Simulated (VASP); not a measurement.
Wanted: the native input for a VASP 6.6.1 run.

```
Task                   : single point
Functional             : PBE
Potentials or basis    : VASP PAW PBE potentials, release 64 (Li_sv, Se)
Cutoff                 : 750 eV
k mesh                 : 6 × 6 × 6
Occupations            : fermi-dirac, width 0.02 eV
Spin                   : no spin polarisation
Dipole correction      : no
Further INCAR settings : ALGO = Normal; EDIFF = 1e-06; NBANDS = 13
```

The structure of Li2Se lies in POSCAR:

```
Li2Se
1.0
    0.0000000000      3.0025000000      3.0025000000
    3.0025000000      0.0000000000      3.0025000000
    3.0025000000      3.0025000000      0.0000000000
Li Se
2 1
Direct
    0.2500000000      0.2500000000      0.2500000000
    0.7500000000      0.7500000000      0.7500000000
    0.0000000000      0.0000000000      0.0000000000
```

One way to write it, as run:

INCAR

```
SYSTEM = Li2Se
PREC = Accurate
ENCUT = 750
EDIFF = 1E-6
ISMEAR = -1
SIGMA = 0.02
LREAL = .False.
LASPH = .True.
NELM = 120
ALGO = Normal
ISIF = 2
LWAVE = .False.
LCHARG = .False.
GGA = PE
NBANDS = 13
GGA_COMPAT = .False.
```

KPOINTS

```
regular mesh
0
Gamma
  6 6 6
  0 0 0
```

Potentials or basis: VASP PAW PBE potentials, release 64 (Li_sv, Se).

Run with:

```console
$ cat potpaw_PBE.64/Li_sv/POTCAR potpaw_PBE.64/Se/POTCAR > POTCAR
$ mpirun -np 1 vasp_std > vasp.out
```

It gave:

```json
{
  "Pressure": "0.0 GPa",
  "Band gap on the k mesh": "2.97 eV (least direct gap 3.38 eV)"
}
```

Run time: 17 s on 1 thread of Intel(R) Xeon(R) 6975P-C (Granite Rapids), with other jobs on the host, peak memory 0.23 GiB.
